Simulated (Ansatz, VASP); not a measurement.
One calculation of Zr3ZnN2, two programs

The input INCAR:

```
SYSTEM = Zr3ZnN2
ALGO = Normal ; EDIFF = 1E-7
EDIFFG = -0.04 ; ENCUT = 600
GGA = PE ; IBRION = 2
ISIF = 3 ; ISMEAR = 0
LASPH = .TRUE. ; LCHARG = .FALSE.
LREAL = .FALSE. ; LWAVE = .FALSE.
NELM = 60 ; NSW = 90
PREC = Accurate ; SIGMA = 0.1
```

KPOINTS

```
k-points
0
G
  4 4 4
  0 0 0
```

File POSCAR:

```
Zr3ZnN2
1.0
    2.5466564800     -4.2768756400      0.0000000000
    2.5466564800      4.2768756400      0.0000000000
    0.0000000000      0.0000000000      3.9515673000
Zr Zn N
3 1 2
Direct
    0.6610916900      0.3389083100      0.0000000000
    0.3389083100      0.6610916900      0.0000000000
    0.5000000000      0.5000000000      0.5000000000
    0.0000000000      0.0000000000      0.0000000000
    0.5000000000      0.0000000000      0.5000000000
    0.0000000000      0.5000000000      0.5000000000
```

Input for Ansatz:

```yaml
crystal:
  lattice:
    - [2.54665648, -4.27687564, 0.0]
    - [2.54665648, 4.27687564, 0.0]
    - [0.0, 0.0, 3.9515673]
  atoms:
    - { symbol: Zr, position: [0.66109169, 0.33890831, 0.0] }
    - { symbol: Zr, position: [0.33890831, 0.66109169, 0.0] }
    - { symbol: Zr, position: [0.5, 0.5, 0.5] }
    - { symbol: Zn, position: [0.0, 0.0, 0.0] }
    - { symbol: "N", position: [0.5, 0.0, 0.5] }
    - { symbol: "N", position: [0.0, 0.5, 0.5] }
basis:
  ecutwfc: 420
kpoints:
  mp_grid: { grid: [4, 4, 4] }
hamiltonian:
  xc: pbe
scf:
  occupations: { method: gaussian, width: 0.1 }
  lower_state_search: "off"
output:
  forces: true
  stress: true
  eigenvalues: true
relax:
  adjacent_minimum: "off"
  f_tol: 0.04
  max_steps: 70
  cell: { stress_tol: 0.4 }
```

Change from the starting cell: species swapped into the LaAl2Cu3 type (Cmmm, No. 65).

Alike in both runs: task relaxation of cell and atoms; functional PBE; k mesh 4 × 4 × 4; occupations gaussian, width 0.1 eV; no spin polarisation.

```csv
,VASP,Ansatz
version,VASP 6.6.1,Ansatz 0.2.0
potentials or method,"VASP PAW PBE potentials, release 64 (Zr_sv, Zn, N), cutoff 600 eV","scalar-relativistic, plane waves, PAW"
valence electrons in the cell,58,58
```

Ansatz gave:

| Property | Result |
| --- | --- |
| gap on the k mesh at the Fermi level, each at its own relaxed structure (eV) | none |
| relaxed volume (Å³/atom) | 17.76 |
| relaxed length of the cell vector where the two differ most in proportion (Å) | 6.517 |

Task: What did VASP give for the same quantities?

Result: gap on the k mesh at the Fermi level, each at its own relaxed structure (eV): none; relaxed volume (Å³/atom): 17.52; relaxed length of the cell vector where the two differ most in proportion (Å): 6.408.

A gap of «none» marks a metal or a gap that the smearing closes.

The k mesh is coarse, so the values compare programs but aren't converged. Noted on VASP's run: the volume moved by over 15 % at a fixed basis, so the end points are rough.
